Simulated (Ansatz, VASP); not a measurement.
## Two plane-wave programs on PbSe

The input INCAR:

```
  PREC = Accurate
  ENCUT = 520
  EDIFF = 1E-8
  ISMEAR = -1
  SIGMA = 0.08
  LREAL = False
  LASPH = True
  NELM = 80
  ALGO = Normal
  ISIF = 2
  LWAVE = False
  LCHARG = False
  GGA = PE
  LEFG = True
  NBANDS = 17
```

KPOINTS

```
regular mesh
0
Gamma
  11 11 11
```

File POSCAR:

```
PbSe
1.0
    0.0000000000      3.5033090265      3.3468484665
    3.5033090265      0.0000000000      3.3468484665
    3.5033090265      3.5033090265      0.0000000000
Pb Se
1 1
Direct
    0.0000000000      0.0000000000      0.0000000000
    0.2500000000      0.2500000000      0.2500000000
```

Input for Ansatz:

```yaml
crystal:
  lattice:
    - [0.0, 3.5033090265, 3.3468484665]
    - [3.5033090265, 0.0, 3.3468484665]
    - [3.5033090265, 3.5033090265, 0.0]
  atoms:
    - { symbol: Pb, position: [0.0, 0.0, 0.0] }
    - { symbol: Se, position: [0.25, 0.25, 0.25] }
kpoints:
  mp_grid: { grid: [11, 11, 11] }
scf:
  occupations: { method: fermi_dirac, width: 0.08 }
hamiltonian:
  xc: pbe
  pseudopotentials: { kind: paw }
output:
  forces: true
  stress: true
  eigenvalues: true
  efg: { contact_densities: true }
```

Change from the starting cell: z stretched by -3 % at fixed volume, PAW files.

Alike in both runs: task electric field gradients; functional PBE; k mesh 11 × 11 × 11; occupations fermi-dirac, width 0.08 eV; no spin polarisation.

```csv
,VASP,Ansatz
version,VASP 6.6.1,Ansatz 0.2.0
potentials or method,"VASP PAW PBE potentials, release 64 (Pb_d, Se)","PAW with Ansatz's default frozen-core files, scalar-relativistic"
plane-wave cutoff (eV),520,420
valence electrons in the cell,20,30
```

```tsv
	VASP	Ansatz	Ansatz less VASP
pressure (GPa)	-0.1	-0.1	+0.01
traceless stress, the component that is largest in VASP (GPa)	0.11	0.11	0.000
size of Vzz on the site where it differs most (V/Å²)	21.6	25.7	+4.12
```

The functional is the same, so the differences come from potentials, cutoffs and numerics. VASP's potentials hold 20 valence electrons a cell and Ansatz's 30, so a difference there can come from the potentials and not from the codes.

Neither program's run includes spin-orbit coupling.
